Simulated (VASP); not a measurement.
A run of VASP 6.6.1 is set up as follows.

The input POSCAR:

```
BN
1.0
    0.0174582595      1.7632842110      1.7632842110
    1.7632842110      0.0174582595      1.7632842110
    1.7632842110      1.7632842110      0.0174582595
B N
1 1
Direct
    0.0000000000      0.0000000000      0.0000000000
    0.5000000000      0.5000000000      0.5000000000
```

File INCAR.step1:

```
SYSTEM = BN
PREC = Accurate
ENCUT = 520
EDIFF = 1E-5
ISMEAR = 0
SIGMA = 0.01
LREAL = .False.
LASPH = .True.
NELM = 100
ALGO = Normal
ISIF = 2
LWAVE = .True.
GGA = PE
NBANDS = 11
```

File INCAR.step2:

```
SYSTEM = BN
PREC = Accurate
ENCUT = 520
EDIFF = 1E-6
ISMEAR = 0
SIGMA = 0.01
LREAL = .False.
LASPH = .True.
NELM = 100
ALGO = Normal
ISIF = 2
LWAVE = .False.
LCHARG = .True.
GGA = PE
LHFCALC = .True.
HFSCREEN = 0.2079
PRECFOCK = Normal
LELF = .True.
LVHAR = .True.
ISTART = 1
NBANDS = 11
```

The input KPOINTS:

```
Automatic mesh
0
Gamma
  8 8 8
  0 0 0
```

Potentials or basis: VASP PAW PBE potentials, release 64 (B, N).

The run is started by

```console
$ cat potpaw_PBE.64/B/POTCAR potpaw_PBE.64/N/POTCAR > POTCAR
$ cp INCAR.step1 INCAR
$ mpirun -np 1 vasp_std > vasp.out
$ cp INCAR.step2 INCAR
$ mpirun -np 1 vasp_std > vasp.out
```

(1) What does it give for the pressure?

(2) What does it give for the band gap on the k mesh?

Results:

(1) -13.8 GPa.

(2) 2.09 eV, indirect (least direct gap 6.99 eV).

Caveat: the cell differs from its parent crystal (strain along [111] +1.5%); the PAW data sets were made with another functional, which shifts forces and pressure a little.
